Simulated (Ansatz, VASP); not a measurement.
**BN: VASP beside Ansatz**

The input INCAR:

```
SYSTEM = BN
ALGO     = Normal         ! electronic algorithm
EDIFF    = 1E-6           ! SCF threshold, eV
EDIFFG   = -0.001         ! ionic threshold
ENCUT    = 600            ! plane-wave cutoff, eV
GGA      = PE             ! functional
IBRION   = 2              ! ionic algorithm
ISIF     = 3              ! what is computed and relaxed
ISMEAR   = 0              ! smearing method
LASPH    = .True.         ! aspherical terms in the spheres
LCHARG   = .False.        ! write CHGCAR
LREAL    = .False.        ! projectors in reciprocal space
LWAVE    = .False.        ! write WAVECAR
NELM     = 100            ! most SCF steps
NSW      = 80             ! ionic steps
PREC     = Accurate       ! precision mode
SIGMA    = 0.01           ! smearing width, eV
```

KPOINTS

```
k-points
0
Gamma
  12 12 4
  0 0 0
```

Contents of POSCAR:

```
BN
1.0
    2.5585553649      0.0000000000      0.0000000000
   -1.2792776824      2.2157739430      0.0000000000
    0.0000000000      0.0000000000      8.4091843599
B N
4 4
Direct
    0.0000000000      0.0000000000      0.0933732173
    0.0000000000      0.0000000000      0.5933732173
    0.3333333333      0.6666666667      0.3440583362
    0.6666666667      0.3333333333      0.8440583362
    0.0000000000      0.0000000000      0.4067451358
    0.0000000000      0.0000000000      0.9067451358
    0.3333333333      0.6666666667      0.1558233107
    0.6666666667      0.3333333333      0.6558233107
```

Input for Ansatz:

```yaml
crystal:
  lattice:
    - [2.5585553649, 0.0, 0.0]
    - [-1.2792776824, 2.215773943, 0.0]
    - [0.0, 0.0, 8.4091843599]
  atoms:
    - { symbol: B, position: [0.0, 0.0, 0.0933732173] }
    - { symbol: B, position: [0.0, 0.0, 0.5933732173] }
    - { symbol: B, position: [0.3333333333, 0.6666666667, 0.3440583362] }
    - { symbol: B, position: [0.6666666667, 0.3333333333, 0.8440583362] }
    - { symbol: "N", position: [0.0, 0.0, 0.4067451358] }
    - { symbol: "N", position: [0.0, 0.0, 0.9067451358] }
    - { symbol: "N", position: [0.3333333333, 0.6666666667, 0.1558233107] }
    - { symbol: "N", position: [0.6666666667, 0.3333333333, 0.6558233107] }
basis:
  ecutwfc: 420
kpoints:
  mp_grid: { grid: [12, 12, 4] }
hamiltonian:
  xc: pbe
scf:
  occupations: { method: fixed }
output:
  forces: true
  stress: true
  eigenvalues: true
relax:
  adjacent_minimum: "off"
  f_tol: 0.001
  max_steps: 60
  cell: { stress_tol: 0.01 }
```

Alike in both runs: task relaxation of cell and atoms; functional PBE; k mesh 12 × 12 × 4; no spin polarisation.

|  | VASP | Ansatz |
| --- | --- | --- |
| version | VASP 6.6.1 | Ansatz 0.2.0 |
| potentials or method | VASP PAW PBE potentials, release 64 (B, N), cutoff 600 eV | scalar-relativistic, plane waves, PAW |
| occupations | gaussian, width 0.01 eV | fixed |
| valence electrons in the cell | 32 | 32 |

Ansatz gave:

- gap on the k mesh at the Fermi level, each at its own relaxed structure (eV): 5.50
- relaxed volume (Å³/atom): 5.96
- relaxed cell length with the largest relative difference (Å): 8.409

Which values does VASP return?

gap on the k mesh at the Fermi level, each at its own relaxed structure (eV): 5.49; relaxed volume (Å³/atom): 5.96; relaxed cell length with the largest relative difference (Å): 8.409.
